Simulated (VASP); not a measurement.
# ZnO (rock salt type) (Fm-3m) in VASP: a series of runs

Runs on ZnO (rock salt type). Level: PBE. Tasks: single point.

Everything below comes from runs of VASP 6.6.1. Logs are shortened: lines on timing, memory, paths and dates and some standing lists are left out, and cuts for length are marked.

## Step 1: The cell of the first run

The structure is cubic, space group Fm-3m (No. 225). Conventional cell: a = 4.386 Å, b = 4.386 Å, c = 4.386 Å, α = 90.00°, β = 90.00°, γ = 90.00°. Zn (site symmetry m-3m) has 6 O at 2.19 Å within 2.9 Å. Within 2.9 Å of O (site symmetry m-3m) lie 6 Zn at 2.19 Å.

## Step 2: Single point, PBE

The input, INCAR:

```
SYSTEM = ZnO
ALGO     = Normal         ! electronic algorithm
EDIFF    = 1E-6           ! SCF threshold, eV
ENCUT    = 520            ! plane-wave cutoff, eV
GGA      = PE             ! functional
ISIF     = 2              ! what is computed and relaxed
ISMEAR   = -1             ! smearing method
LASPH    = .True.         ! aspherical terms in the spheres
LCHARG   = .False.        ! write CHGCAR
LREAL    = .False.        ! projectors in reciprocal space
LWAVE    = .False.        ! write WAVECAR
NBANDS   = 16             ! bands
NELM     = 100            ! most SCF steps
PREC     = Accurate       ! precision mode
SIGMA    = 0.06122561905347299 ! smearing width, eV
```

The input, KPOINTS:

```
k-points
0
Gamma
  22 22 22
  0 0 0
```

The input, POSCAR:

```
ZnO
1.0
    0.0000000000      2.1928918071      2.1928918071
    2.1928918071      0.0000000000      2.1928918071
    2.1928918071      2.1928918071      0.0000000000
Zn O
1 1
Direct
    0.0000000000      0.0000000000      0.0000000000
    0.5000000000      0.5000000000      0.5000000000
```

Potentials or basis: VASP PAW PBE potentials, release 64 (Zn, O).

On the command line:

```
$ cat potpaw_PBE.64/Zn/POTCAR potpaw_PBE.64/O/POTCAR > POTCAR
$ mpirun -np 1 vasp_std > vasp.out
```

OUTCAR:

```text
SYSTEM = ZnO
   EDIFF = 1E-6
   ENCUT = 520
   GGA = PE
   ISIF = 2
   ISMEAR = -1
   LASPH = .True.
   LREAL = .False.
   NELM = 100
   PREC = Accurate

 ion  position               nearest neighbor table
   1  0.000  0.000  0.000-   2 2.19   2 2.19   2 2.19   2 2.19   2 2.19   2 2.19
   2  0.500  0.500  0.500-   1 2.19   1 2.19   1 2.19   1 2.19   1 2.19   1 2.19

  LATTYP: Found a face centered cubic cell.
 ALAT       =     4.3857836142

  Lattice vectors:

 A1 = (   0.0000000000,   2.1928918071,   2.1928918071)
 A2 = (   2.1928918071,   0.0000000000,   2.1928918071)
 A3 = (   2.1928918071,   2.1928918071,   0.0000000000)

Analysis of symmetry for initial positions (statically):
=====================================================================
 Subroutine PRICEL returns:
 Original cell was already a primitive cell.

 Routine SETGRP: Setting up the symmetry group for a
 face centered cubic supercell.

 Subroutine GETGRP returns: Found 48 space group operations
 (whereof 48 operations were pure point group operations)
 out of a pool of 48 trial point group operations.

The static configuration has the point symmetry O_h .

Analysis of symmetry for dynamics (positions and initial velocities):
=====================================================================
 Subroutine PRICEL returns:
 Original cell was already a primitive cell.

 Routine SETGRP: Setting up the symmetry group for a
 face centered cubic supercell.

 Subroutine GETGRP returns: Found 48 space group operations
 (whereof 48 operations were pure point group operations)
 out of a pool of 48 trial point group operations.

The dynamic configuration has the point symmetry O_h .

 Subroutine INISYM returns: Found 48 space group operations
 (whereof 48 operations are pure point group operations),
 and found     1 'primitive' translations

----------------------------------------------------------------------------------------

                                     Primitive cell

  volume of cell :      21.0902

  direct lattice vectors                    reciprocal lattice vectors
     0.000000000  2.192891807  2.192891807    -0.228009425  0.228009425  0.228009425
     2.192891807  0.000000000  2.192891807     0.228009425 -0.228009425  0.228009425
     2.192891807  2.192891807  0.000000000     0.228009425  0.228009425 -0.228009425

  length of vectors
     3.101217334  3.101217334  3.101217334     0.394923909  0.394923909  0.394923909

  position of ions in fractional coordinates (direct lattice)
     0.000000000  0.000000000  0.000000000
     0.500000000  0.500000000  0.500000000

  ion indices of the primitive-cell ions
   primitive index   ion index
                 1           1
                 2           2

----------------------------------------------------------------------------------------

 KPOINTS: k-points

Automatic generation of k-mesh.
 Grid dimensions read from file:
 generate k-points for:   22   22   22

 Generating k-lattice:

  Cartesian coordinates                     Fractional coordinates (reciprocal lattice)
    -0.010364065  0.010364065  0.010364065     0.045454545  0.000000000  0.000000000
     0.010364065 -0.010364065  0.010364065     0.000000000  0.045454545  0.000000000
     0.010364065  0.010364065 -0.010364065     0.000000000  0.000000000  0.045454545

  Length of vectors
     0.017951087  0.017951087  0.017951087

  Shift w.r.t. Gamma in fractional coordinates (k-lattice)
     0.000000000  0.000000000  0.000000000

 Subroutine IBZKPT returns following result:
 ===========================================

 Found    328 irreducible k-points:

 Following reciprocal coordinates:
            Coordinates               Weight
  0.000000  0.000000  0.000000      1.000000
  0.045455  0.000000  0.000000      8.000000
  0.090909  0.000000  0.000000      8.000000
  0.136364  0.000000  0.000000      8.000000
  0.181818  0.000000  0.000000      8.000000
  0.227273  0.000000  0.000000      8.000000
[... 16 lines left out ...]
  0.500000  0.045455  0.000000     24.000000
 -0.454545  0.045455  0.000000     24.000000
 [... further k-points ...]
   k-points           NKPTS =    328   k-points in BZ     NKDIM =    328   number of bands    NBANDS=     16
   number of dos      NEDOS =    301   number of ions     NIONS =      2
   total plane-waves  NPLWV =  13824
   dimension x,y,z NGX =    24 NGY =   24 NGZ =   24
   dimension x,y,z NGXF=    48 NGYF=   48 NGZF=   48
   ions per type =               1   1
   NGX,Y,Z   is equivalent  to a cutoff of  12.87, 12.87, 12.87 a.u.
   NGXF,Y,Z  is equivalent  to a cutoff of  25.73, 25.73, 25.73 a.u.
 SYSTEM =  ZnO
   PREC   = accura    normal or accurate (medium, high low for compatibility)
   ISTART =      0    job   : 0-new  1-cont  2-samecut
   ICHARG =      2    charge: 1-file 2-atom 10-const
   ISPIN  =      1    spin polarized calculation?
   LNONCOLLINEAR =      F non collinear calculations
   LSORBIT =      F    spin-orbit coupling
   LASPH  =      T    aspherical Exc in radial PAW
   ENCUT  =  520.0 eV  38.22 Ry    6.18 a.u.   5.77  5.77  5.77*2*pi/ulx,y,z
   NELM   =    100;   NELMIN=  2; NELMDL= -5     # of ELM steps
   EDIFF  = 0.1E-05   stopping-criterion for ELM
   LREAL  =      F    real-space projection
   EDIFFG = 0.1E-04   stopping-criterion for IOM
   NSW    =      0    number of steps for IOM
   IBRION =     -1    ionic relax: 0-MD 1-quasi-New 2-CG
   NFREE  =      0    steps in history (QN), initial steepest desc. (CG)
   ISIF   =      2    stress and relaxation
   ISYM   =      2    0-nonsym 1-usesym 2-fastsym
   POTIM  = 0.5000    time-step for ionic-motion
   TEBEG  =    0.0;   TEEND  =   0.0 temperature during run
   PSTRESS=    0.0 pullay stress
   NELECT =      18.0000    total number of electrons
   NUPDOWN=      -1.0000    fix difference up-down
   EMIN   =  10.00;   EMAX   =-10.00  energy-range for DOS
   EFERMI =   0.00;   METHOD = LEGACY
   ISMEAR =    -1;   SIGMA  =   0.06  broadening in eV -4-tet -1-fermi 0-gaus
   EFERMI_NEDOS =   21; number of points for ismear=-14 and -15
   IALGO  =     38    algorithm
   IMIX   =      4    mixing-type and parameters
     AMIX     =   0.40;   BMIX     =  1.00
     AMIX_MAG =   1.60;   BMIX_MAG =  1.00
  volume/ion in A,a.u.               =      10.55        71.16
  Fermi-wavevector in a.u.,A,eV,Ry     =   1.552882  2.934522 32.809668  2.411443
  Thomas-Fermi vector in A             =   2.657193
   LORBIT       =      0    0 simple, 1 ext, 2 COOP (PROOUT), +10 PAW based schemes
   GGA     = PE    functional components
   LHFCALC =     F    Hartree Fock is set to
   AEXX    =    0.0000 exact exchange contribution
   IVDW    =     0    specifies the selected vdW correction
   LEPSILON=     F    determine dielectric tensor
   LRPA    =     F    only Hartree local field effects (RPA)
 non-spin polarized calculation
  energy-cutoff  :      520.00
  volume of cell :       21.09
 maximum number of plane-waves:       588
   NGX = 11   NGY = 11   NGZ = 11

 number of electron      17.9999996 magnetization

 Free energy of the ion-electron system (eV)
  ---------------------------------------------------
  ext. energy  EPLUGINS =         0.00000000
  ---------------------------------------------------
  free energy    TOTEN  =        -8.62217660 eV

  energy without entropy =       -8.62214831  energy(sigma->0) =       -8.62216246

 E-fermi :   2.4654     XC(G=0): -11.8838

 val. band max:        2.0054366421   @ k =   0.5000   0.0000   0.0000
 cond. band min:       2.5630511647   @ k =   0.0000   0.0000   0.0000
 fundamental gap:      0.5576145226
 Fermi energy:         2.4654419472

 k-point     1 :       0.0000    0.0000    0.0000
  band No.  band energies     occupation
      1     -15.9469      2.00000
      2      -2.7481      2.00000
      3      -2.7481      2.00000
      4      -2.7481      2.00000
      5      -2.5641      2.00000
      6      -2.5641      2.00000
[... 8 lines left out ...]
     15      20.3994      0.00000
     16      20.3994      0.00000

 k-point     2 :       0.0455    0.0000    0.0000
  band No.  band energies     occupation
      1     -15.9268      2.00000
      2      -2.7589      2.00000
      3      -2.7459      2.00000
      4      -2.7459      2.00000
      5      -2.5836      2.00000
      6      -2.5836      2.00000
[... 8 lines left out ...]
     15      20.5152      0.00000
     16      20.5152      0.00000

 k-point     3 :       0.0909    0.0000    0.0000
  band No.  band energies     occupation
      1     -15.8675      2.00000
      2      -2.7959      2.00000
      3      -2.7502      2.00000
      4      -2.7502      2.00000
      5      -2.6278      2.00000
      6      -2.6278      2.00000
[... 8 lines left out ...]
     15      20.7643      0.00000
     16      20.7643      0.00000

 k-point     4 :       0.1364    0.0000    0.0000
  band No.  band energies     occupation
      1     -15.7719      2.00000
      2      -2.8748      2.00000
      3      -2.8061      2.00000
      4      -2.8061      2.00000
      5      -2.6430      2.00000
      6      -2.6430      2.00000
[... 8 lines left out ...]
     15      21.1029      0.00000
     16      21.1029      0.00000
[... 324 lines left out ...]
 k-point    22 :       0.4545    0.0455    0.0000
  band No.  band energies     occupation
      1     -14.8274      2.00000
      2      -4.6496      2.00000
      3      -3.4870      2.00000
      4      -3.4580      2.00000
      5      -2.4132      2.00000
      6      -2.3913      2.00000
[... 8 lines left out ...]
     15      24.6476      0.00000
     16      25.6356      0.00000

 k-point    23 :       0.5000    0.0455    0.0000
  band No.  band energies     occupation
      1     -14.7818      2.00000
      2      -4.7458      2.00000
      3      -3.5024      2.00000
      4      -3.4930      2.00000
      5      -2.3947      2.00000
      6      -2.3870      2.00000
[... 8 lines left out ...]
     15      25.0760      0.00000
     16      25.7409      0.00000

 k-point    24 :      -0.4545    0.0455    0.0000
  band No.  band energies     occupation
      1     -14.7910      2.00000
      2      -4.7268      2.00000
      3      -3.4984      2.00000
      4      -3.4872      2.00000
      5      -2.3965      2.00000
      6      -2.3897      2.00000
[... 8 lines left out ...]
     15      25.2456      0.00000
     16      25.3610      0.00000

 [... further k-points ...]

------------------------ aborting loop because EDIFF is reached ----------------------------------------

  FORCE on cell =-STRESS in cart. coord.  units (eV):
  Direction    XX          YY          ZZ          XY          YZ          ZX
  --------------------------------------------------------------------------------------
  -------------------------------------------------------------------------------------
  Total       -0.6666054     -0.6666054     -0.6666054     -0.0000000      0.0000000     -0.0000000
  in kB      -50.6404761    -50.6404761    -50.6404761     -0.0000000      0.0000000     -0.0000000
  external PRESSURE =     -50.6404761 kB  Pullay stress =       0.0000000 kB

 VOLUME and BASIS-vectors are now :
 -----------------------------------------------------------------------------
  energy-cutoff  :      520.00
  volume of cell :       21.09
      direct lattice vectors                 reciprocal lattice vectors
     0.000000000  2.192891807  2.192891807    -0.228009425  0.228009425  0.228009425
     2.192891807  0.000000000  2.192891807     0.228009425 -0.228009425  0.228009425
     2.192891807  2.192891807  0.000000000     0.228009425  0.228009425 -0.228009425

 POSITION                                       TOTAL-FORCE (eV/Angst)
 -----------------------------------------------------------------------------------
      0.00000      0.00000      0.00000        -0.000000     -0.000000     -0.000000
      2.19289      2.19289      2.19289         0.000000      0.000000      0.000000
 -----------------------------------------------------------------------------------
    total drift:                                0.000000     -0.000000     -0.000000

  FREE ENERGIE OF THE ION-ELECTRON SYSTEM (eV)
  ---------------------------------------------------
  free  energy   TOTEN  =        -8.6221765987 eV

  energy  without entropy=       -8.6221483120  energy(sigma->0) =       -8.62216246
```

Wall time 27 s (1 thread of Intel Xeon 6975P-C (Granite Rapids), shared host); peak memory 0.23 GiB.

What came out:

| Quantity | Value |
| --- | --- |
| Free energy | -8.6222 eV |
| Pressure | -5.1 GPa |
| Band gap on the k mesh | 0.56 eV, indirect (least direct gap 1.67 eV) |

Levels at points of the mesh, in eV from the valence-band top:
```tsv
k point	band 7	band 8	band 9	band 10	band 11	band 12
(0.00, 0.00, 0.00)	-1.11	-1.11	-1.11	0.56	17.55	17.55
(0.50, 0.00, 0.00)	-3.56	0.00	0.00	5.32	8.45	12.42
(0.50, 0.50, 0.00)	-4.06	-2.42	-2.42	3.89	10.22	11.13
```

## Step 3: Single point, PBE

The input, INCAR:

```
PREC = Accurate
ENCUT = 520
EDIFF = 1E-7
ISMEAR = -1
SIGMA = 0.06122561905347299
LREAL = False
LASPH = True
NELM = 60
ALGO = Normal
ISIF = 2
LWAVE = False
LCHARG = False
GGA = PE
NBANDS = 16
```

The input, KPOINTS:

```
Automatic mesh
0
Gamma
  22 22 22
```

POSCAR is that of step 2.

Potentials or basis: VASP PAW PBE potentials, release 64 (Zn, O).

On the command line:

```
$ cat potpaw_PBE.64/Zn/POTCAR potpaw_PBE.64/O/POTCAR > POTCAR
$ mpirun -np 1 vasp_std > vasp.out
```

Run time: 34 s. Hardware: 1 thread of Intel Xeon 6975P-C (Granite Rapids), shared host; peak memory 0.22 GiB.

Results (log left out):

```
Free energy            : -8.6222 eV
Pressure               : -5.0 GPa
Band gap on the k mesh : 0.56 eV, indirect (least direct gap 1.67 eV)
```

Levels at points of the mesh, in eV from the valence-band top:
| k point | band 5 | band 6 | band 7 | band 8 | band 9 | band 10 | band 11 | band 12 | band 13 | band 14 |
| --- | --- | --- | --- | --- | --- | --- | --- | --- | --- | --- |
| (0.00, 0.00, 0.00) | -4.57 | -4.57 | -1.11 | -1.11 | -1.11 | 0.56 | 17.55 | 17.55 | 17.55 | 18.05 |
| (0.50, 0.00, 0.00) | -4.39 | -4.39 | -3.56 | 0.00 | 0.00 | 5.32 | 8.45 | 12.42 | 12.42 | 18.55 |
| (0.50, 0.50, 0.00) | -4.30 | -4.30 | -4.06 | -2.42 | -2.42 | 3.89 | 10.22 | 11.13 | 14.67 | 14.67 |

A k mesh can miss the band edges.
